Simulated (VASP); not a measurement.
# BeNiI4 (P6/mmm) in VASP: single point with PBE

Aim: the single point of BeNiI4 with PBE.

All numbers are computed with VASP 6.6.1; they aren't measurements. Logs are shortened: lines on timing, memory, paths and dates and some standing lists are left out, and cuts for length are marked.

## 1. The cell of the first run

The structure is hexagonal, space group P6/mmm (No. 191). The conventional cell has a = 5.501 Å, b = 5.501 Å, c = 7.769 Å, α = 90.00°, β = 90.00°, γ = 120.00°. Be (site symmetry 6/mmm) has 12 I at 3.76 Å and 2 Ni at 3.88 Å within 4.9 Å. Ni (site symmetry 6/mmm) has 12 I at 3.69 Å and 2 Be at 3.88 Å within 4.8 Å. Within 4.2 Å of I (site symmetry 3m) lie 5 I at 3.18 to 4.03 Å and 3 Ni at 3.69 Å and 3 Be at 3.76 Å.

The cell was generated, and may not be a known phase.

## 2. Single point, PBE, collinear spin, ferromagnetic start

INCAR

```
SYSTEM = BeNiI4
PREC = Accurate ; ENCUT = 520
EDIFF = 1E-6 ; ISMEAR = 0
SIGMA = 0.1 ; LREAL = .False.
LASPH = .True. ; NELM = 150
ALGO = Normal ; ISIF = 2
LWAVE = .False. ; LCHARG = .False.
ISPIN = 2 ; MAGMOM = 0 2 0 0 0 0
LORBIT = 11 ; LMAXMIX = 4
GGA = PE ; NBANDS = 33
```

KPOINTS

```
Automatic mesh
0
Gamma
  6 6 2
  0 0 0
```

POSCAR

```
BeNiI4
1.0
    5.5005244312     -0.0000000036      0.0000000000
   -2.7502622125      4.7635938933      0.0000000000
    0.0000000000      0.0000000000      7.7694810804
Be Ni I
1 1 4
Direct
    0.0000000000      0.0000000000      0.5000000000
    0.0000000000      0.0000000000      0.0000000000
    0.6666666667      0.3333333333      0.2409313102
    0.3333333333      0.6666666667      0.7590686898
    0.3333333333      0.6666666667      0.2409313102
    0.6666666667      0.3333333333      0.7590686898
```

Potentials or basis: VASP PAW PBE potentials, release 64 (Be, Ni, I).

Started as:

```sh
$ cat potpaw_PBE.64/Be/POTCAR potpaw_PBE.64/Ni/POTCAR potpaw_PBE.64/I/POTCAR > POTCAR
$ mpirun -np 1 vasp_std > vasp.out
```

OUTCAR:

```text
SYSTEM = BeNiI4
   PREC = Accurate
   ENCUT = 520
   EDIFF = 1E-6
   ISMEAR = 0
   LREAL = .False.
   LASPH = .True.
   NELM = 150
   ISIF = 2
   ISPIN = 2
   LORBIT = 11
   GGA = PE

 ion  position               nearest neighbor table
   1  0.000  0.000  0.500-
   2  0.000  0.000  0.000-
   3  0.667  0.333  0.241-   5 3.18   5 3.18   5 3.18
   4  0.333  0.667  0.759-   6 3.18   6 3.18   6 3.18
   5  0.333  0.667  0.241-   3 3.18   3 3.18   3 3.18
   6  0.667  0.333  0.759-   4 3.18   4 3.18   4 3.18

  LATTYP: Found a hexagonal cell.
 ALAT       =     5.5005244312
 C/A-ratio  =     1.4124982404

  Lattice vectors:

 A1 = (   5.5005244312,  -0.0000000036,   0.0000000000)
 A2 = (  -2.7502622125,   4.7635938933,   0.0000000000)
 A3 = (   0.0000000000,   0.0000000000,   7.7694810804)

Analysis of symmetry for initial positions (statically):
=====================================================================
 Subroutine PRICEL returns:
 Original cell was already a primitive cell.

 Routine SETGRP: Setting up the symmetry group for a
 hexagonal supercell.

 Subroutine GETGRP returns: Found 24 space group operations
 (whereof 24 operations were pure point group operations)
 out of a pool of 24 trial point group operations.

The static configuration has the point symmetry D_6h.

Analysis of symmetry for dynamics (positions and initial velocities):
=====================================================================
 Subroutine PRICEL returns:
 Original cell was already a primitive cell.

 Routine SETGRP: Setting up the symmetry group for a
 hexagonal supercell.

 Subroutine GETGRP returns: Found 24 space group operations
 (whereof 24 operations were pure point group operations)
 out of a pool of 24 trial point group operations.

The dynamic configuration has the point symmetry D_6h.

Analysis of structural, dynamic, and magnetic symmetry:
=====================================================================
 Subroutine PRICEL returns:
 Original cell was already a primitive cell.

 Routine SETGRP: Setting up the symmetry group for a
 hexagonal supercell.

 Subroutine GETGRP returns: Found 24 space group operations
 (whereof 24 operations were pure point group operations)
 out of a pool of 24 trial point group operations.

The overall configuration has the point symmetry D_6h.

 Subroutine INISYM returns: Found 24 space group operations
 (whereof 24 operations are pure point group operations),
 and found     1 'primitive' translations

----------------------------------------------------------------------------------------

                                     Primitive cell

  volume of cell :     203.5780

  direct lattice vectors                    reciprocal lattice vectors
     5.500524431 -0.000000004  0.000000000     0.181800847  0.104962768  0.000000000
    -2.750262213  4.763593893  0.000000000     0.000000000  0.209925536  0.000000000
     0.000000000  0.000000000  7.769481080     0.000000000  0.000000000  0.128708725

  length of vectors
     5.500524431  5.500524431  7.769481080     0.209925536  0.209925536  0.128708725

  position of ions in fractional coordinates (direct lattice)
     0.000000000  0.000000000  0.500000000
     0.000000000  0.000000000  0.000000000
     0.666666667  0.333333333  0.240931310
     0.333333333  0.666666667  0.759068690
     0.333333333  0.666666667  0.240931310
     0.666666667  0.333333333  0.759068690

  ion indices of the primitive-cell ions
   primitive index   ion index
                 1           1
                 2           2
                 3           3
                 4           4
                 5           5
                 6           6

[... 28 lines left out ...]
  0.000000  0.000000  0.000000      1.000000
  0.166667  0.000000  0.000000      6.000000
  0.333333 -0.000000  0.000000      6.000000
  0.500000  0.000000  0.000000      3.000000
  0.166667  0.166667  0.000000      6.000000
  0.333333  0.166667  0.000000     12.000000
  0.333333  0.333333  0.000000      2.000000
  0.000000  0.000000  0.500000      1.000000
  0.166667  0.000000  0.500000      6.000000
  0.333333 -0.000000  0.500000      6.000000
  0.500000  0.000000  0.500000      3.000000
  0.166667  0.166667  0.500000      6.000000
  0.333333  0.166667  0.500000     12.000000
  0.333333  0.333333  0.500000      2.000000
   k-points           NKPTS =     14   k-points in BZ     NKDIM =     14   number of bands    NBANDS=     33
   number of dos      NEDOS =    301   number of ions     NIONS =      6
   total plane-waves  NPLWV = 105840
   dimension x,y,z NGX =    42 NGY =   42 NGZ =   60
   dimension x,y,z NGXF=    84 NGYF=   84 NGZF=  120
   ions per type =               1   1   4
   NGX,Y,Z   is equivalent  to a cutoff of  12.69, 12.69, 12.84 a.u.
   NGXF,Y,Z  is equivalent  to a cutoff of  25.39, 25.39, 25.68 a.u.
 SYSTEM =  BeNiI4
   PREC   = accura    normal or accurate (medium, high low for compatibility)
   ISTART =      0    job   : 0-new  1-cont  2-samecut
   ICHARG =      2    charge: 1-file 2-atom 10-const
   ISPIN  =      2    spin polarized calculation?
   LNONCOLLINEAR =      F non collinear calculations
   LSORBIT =      F    spin-orbit coupling
   LASPH  =      T    aspherical Exc in radial PAW
   ENCUT  =  520.0 eV  38.22 Ry    6.18 a.u.  10.23 10.23 14.45*2*pi/ulx,y,z
   NELM   =    150;   NELMIN=  2; NELMDL= -5     # of ELM steps
   EDIFF  = 0.1E-05   stopping-criterion for ELM
   LREAL  =      F    real-space projection
   EDIFFG = 0.1E-04   stopping-criterion for IOM
   NSW    =      0    number of steps for IOM
   IBRION =     -1    ionic relax: 0-MD 1-quasi-New 2-CG
   NFREE  =      0    steps in history (QN), initial steepest desc. (CG)
   ISIF   =      2    stress and relaxation
   ISYM   =      2    0-nonsym 1-usesym 2-fastsym
   POTIM  = 0.5000    time-step for ionic-motion
   TEBEG  =    0.0;   TEEND  =   0.0 temperature during run
   PSTRESS=    0.0 pullay stress
   NELECT =      40.0000    total number of electrons
   NUPDOWN=      -1.0000    fix difference up-down
   EMIN   =  10.00;   EMAX   =-10.00  energy-range for DOS
   EFERMI =   0.00;   METHOD = LEGACY
   ISMEAR =     0;   SIGMA  =   0.10  broadening in eV -4-tet -1-fermi 0-gaus
   EFERMI_NEDOS =   21; number of points for ismear=-14 and -15
   IALGO  =     38    algorithm
   IMIX   =      4    mixing-type and parameters
     AMIX     =   0.40;   BMIX     =  1.00
     AMIX_MAG =   1.60;   BMIX_MAG =  1.00
  volume/ion in A,a.u.               =      33.93       228.97
  Fermi-wavevector in a.u.,A,eV,Ry     =   0.951739  1.798526 12.324255  0.905807
  Thomas-Fermi vector in A             =   2.080237
   LORBIT       =     11    0 simple, 1 ext, 2 COOP (PROOUT), +10 PAW based schemes
   GGA     = PE    functional components
   LHFCALC =     F    Hartree Fock is set to
   AEXX    =    0.0000 exact exchange contribution
   IVDW    =     0    specifies the selected vdW correction
   LEPSILON=     F    determine dielectric tensor
   LRPA    =     F    only Hartree local field effects (RPA)
 spin polarized calculation
 Gauss-broadening in eV      SIGMA  =   0.10
  energy-cutoff  :      520.00
  volume of cell :      203.58
 maximum number of plane-waves:      5524
 NGX is ok and might be reduce to    42
   NGX = 21   NGY = 21   NGZ = 29

 number of electron      40.0000014 magnetization       1.0726392

 Free energy of the ion-electron system (eV)
  ---------------------------------------------------
  ext. energy  EPLUGINS =         0.00000000
  ---------------------------------------------------
  free energy    TOTEN  =        -7.96285445 eV

  energy without entropy =       -7.91429610  energy(sigma->0) =       -7.93857527

 E-fermi :   3.5584     XC(G=0):  -8.4808

 val. band max:        3.5570448968   @ k =   0.1667   0.1667   0.0000
 cond. band min:       3.5698997590   @ k =   0.3333   0.3333   0.0000
 fundamental gap:      0.0128548622
 Fermi energy:         3.5584139698

 spin component 1

 k-point     1 :       0.0000    0.0000    0.0000
  band No.  band energies     occupation
      1     -10.3358      1.00000
      2      -9.9664      1.00000
      3      -8.0605      1.00000
      4      -7.7360      1.00000
      5      -1.2053      1.00000
      6      -0.7899      1.00000
[... 479 lines left out ...]
     31      11.3537      0.00000
     32      11.9112      0.00000
 Fermi energy:         3.5584139698

 spin component 2

 k-point     1 :       0.0000    0.0000    0.0000
  band No.  band energies     occupation
      1     -10.3085      1.00000
      2      -9.9382      1.00000
      3      -8.0308      1.00000
      4      -7.7052      1.00000
      5      -1.1807      1.00000
      6      -0.7596      1.00000
[... 479 lines left out ...]
     31      11.3731      0.00000
     32      11.9346      0.00000
 [bands above 32 left out]

------------------------ aborting loop because EDIFF is reached ----------------------------------------

  FORCE on cell =-STRESS in cart. coord.  units (eV):
  Direction    XX          YY          ZZ          XY          YZ          ZX
  --------------------------------------------------------------------------------------
  -------------------------------------------------------------------------------------
  Total       -0.5587086     -0.5587086     -0.0846279      0.0000000      0.0000000     -0.0000000
  in kB       -4.3970877     -4.3970877     -0.6660294      0.0000000      0.0000000     -0.0000000
  external PRESSURE =      -3.1534016 kB  Pullay stress =       0.0000000 kB

 VOLUME and BASIS-vectors are now :
 -----------------------------------------------------------------------------
  energy-cutoff  :      520.00
  volume of cell :      203.58
      direct lattice vectors                 reciprocal lattice vectors
     5.500524431 -0.000000004  0.000000000     0.181800847  0.104962768  0.000000000
    -2.750262213  4.763593893  0.000000000     0.000000000  0.209925536  0.000000000
     0.000000000  0.000000000  7.769481080     0.000000000  0.000000000  0.128708725

 POSITION                                       TOTAL-FORCE (eV/Angst)
 -----------------------------------------------------------------------------------
      0.00000      0.00000      3.88474         0.000000      0.000000      0.000000
      0.00000      0.00000      0.00000         0.000000      0.000000      0.000000
      2.75026      1.58786      1.87191         0.000000      0.000000     -0.021942
      0.00000      3.17573      5.89757        -0.000000     -0.000000      0.021942
      0.00000      3.17573      1.87191        -0.000000      0.000000     -0.021942
      2.75026      1.58786      5.89757         0.000000      0.000000      0.021942
 -----------------------------------------------------------------------------------
    total drift:                                0.000000      0.000000      0.000000

  FREE ENERGIE OF THE ION-ELECTRON SYSTEM (eV)
  ---------------------------------------------------
  free  energy   TOTEN  =        -7.9628544517 eV

  energy  without entropy=       -7.9142960975  energy(sigma->0) =       -7.93857527

 total charge

# of ion       s       p       d       tot
------------------------------------------
    1        0.538   0.066   0.000   0.604
    2        0.162   0.051   8.476   8.690
    3        1.553   2.616   0.032   4.202
    4        1.553   2.616   0.032   4.202
    5        1.553   2.616   0.032   4.202
    6        1.553   2.616   0.032   4.202
--------------------------------------------------
tot          6.913  10.582   8.605  26.100

 magnetization (x)

# of ion       s       p       d       tot
------------------------------------------
    1        0.007   0.002   0.000   0.009
    2        0.009   0.001   0.869   0.880
    3        0.001   0.029   0.000   0.030
    4        0.001   0.029   0.000   0.030
    5        0.001   0.029   0.000   0.030
    6        0.001   0.029   0.000   0.030
--------------------------------------------------
tot          0.020   0.117   0.870   1.007
```

It took 11 min on 1 thread of Intel Xeon Platinum 8259CL at 2.50GHz (Skylake/Cascade Lake), shared host; peak memory 0.49 GiB.

Results:

```yaml
Free_energy: -7.9629 eV
Pressure: -0.3 GPa
Largest_force: 0.022 eV/Å
Net_moment: 1.07 μB per cell
Site_moments: Be +0.01; Ni +0.88; I +0.03 μB
Valence_electrons_inside_the_program's_atomic_spheres: Be 0.60; Ni 8.69; I 4.20
```

Forces in eV/Å, atoms in the order of the input:
```
Be   0.000  0.000  0.000
Ni   0.000  0.000  0.000
I    0.000  0.000 -0.022
I    0.000  0.000  0.022
I    0.000  0.000 -0.022
I    0.000  0.000  0.022
```

Stress tensor (GPa, compression positive):
```
-0.44  0.00  0.00
 0.00 -0.44  0.00
 0.00  0.00 -0.07
```

Levels at points of the mesh, in eV from the Fermi level:
Spin up:
```tsv
k point	band 17	band 18	band 19	band 20	band 21	band 22	band 23	band 24	band 25	band 26
(0.00, 0.00, 0.00)	-0.95	-0.95	-0.86	-0.46	-0.46	0.07	1.39	1.78	3.06	3.06
(0.50, 0.00, 0.00)	-0.91	-0.66	-0.60	-0.34	0.22	0.43	0.65	2.25	2.47	2.93
(0.00, 0.00, 0.50)	-0.94	-0.94	-0.90	-0.74	-0.74	-0.43	0.22	3.40	3.40	3.61
(0.50, 0.00, 0.50)	-0.96	-0.86	-0.73	-0.19	0.29	0.35	0.76	2.62	2.88	3.49
```
Spin down:
```csv
k point,band 16,band 17,band 18,band 19,band 20,band 21,band 22,band 23,band 24,band 25
"(0.00, 0.00, 0.00)",-1.14,-0.42,-0.24,-0.24,0.10,0.21,0.21,1.53,1.79,3.11
"(0.50, 0.00, 0.00)",-0.52,-0.27,-0.13,-0.11,0.03,0.40,0.46,0.80,2.29,2.47
"(0.00, 0.00, 0.50)",-0.88,-0.56,-0.40,-0.23,-0.23,0.09,0.09,0.37,3.45,3.45
"(0.50, 0.00, 0.50)",-0.50,-0.18,-0.16,-0.12,-0.02,0.32,0.50,0.91,2.66,2.91
```

Caveat: the k points lie up to 0.40 Å⁻¹ apart; spin-orbit coupling is left out, which moves the levels of the heavy elements; semilocal functionals often make such compounds metallic where correlation or magnetic order opens a gap, which also shifts bond lengths.
